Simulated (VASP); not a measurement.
Set up this calculation in VASP 6.6.1, as the native input.

* Task: single point
* Functional: PBE
* Potentials or basis: VASP PAW PBE potentials, release 64 (Si, C)
* Cutoff: 520 eV
* k mesh: 10 × 10 × 3
* Occupations: gaussian, width 0.05 eV
* Spin: no spin polarisation
* Dipole correction: no
* Further INCAR settings: ALGO = Normal; EDIFF = 1e-07; NBANDS = 26

The structure of SiC lies in POSCAR:

```
SiC
1.0
   -3.0941201809      0.0000000000      0.0000000000
   -1.5470600905     -2.6795866790      0.0000000000
    0.0000000000      0.0000000000     10.3793391998
Si C
4 4
Direct
    0.6666666667      0.6666666667      0.0917790101
    0.3333333333      0.3333333333      0.5797358542
    1.0000000000      1.0000000000      0.8237683115
    1.0000000000      1.0000000000      0.3358114674
    0.6666666667      0.6666666667      0.8841850682
    0.3333333333      0.3333333333      0.3962282241
    0.0000000000      0.0000000000      0.6408315858
    0.0000000000      0.0000000000      0.1528747417
```

These files were run (other wordings do the same):

INCAR

```
SYSTEM = SiC
ALGO = Normal
EDIFF = 1E-7
ENCUT = 520
GGA = PE
ISIF = 2
ISMEAR = 0
LASPH = .TRUE.
LCHARG = .FALSE.
LREAL = .FALSE.
LWAVE = .FALSE.
NBANDS = 26
NELM = 80
PREC = Accurate
SIGMA = 0.05
```

KPOINTS

```
k-points
0
G
  10 10 3
  0 0 0
```

Potentials or basis: VASP PAW PBE potentials, release 64 (Si, C).

Launch:

```bash
$ cat potpaw_PBE.64/Si/POTCAR potpaw_PBE.64/C/POTCAR > POTCAR
$ mpirun -np 1 vasp_std > vasp.out
```

Results of the run:

```json
{"Pressure": "-3.3 GPa", "Largest force": "1.883 eV/Å", "Band gap on the k mesh": "1.96 eV, indirect (least direct gap 3.20 eV)"}
```

Caveat: forces of over 1 eV/Å act on the atoms, so gaps and moduli don't describe the material at rest.

Run time: 31 s on 1 thread of Intel(R) Xeon(R) 6975P-C (Granite Rapids) (shared host), peak memory 0.21 GiB.
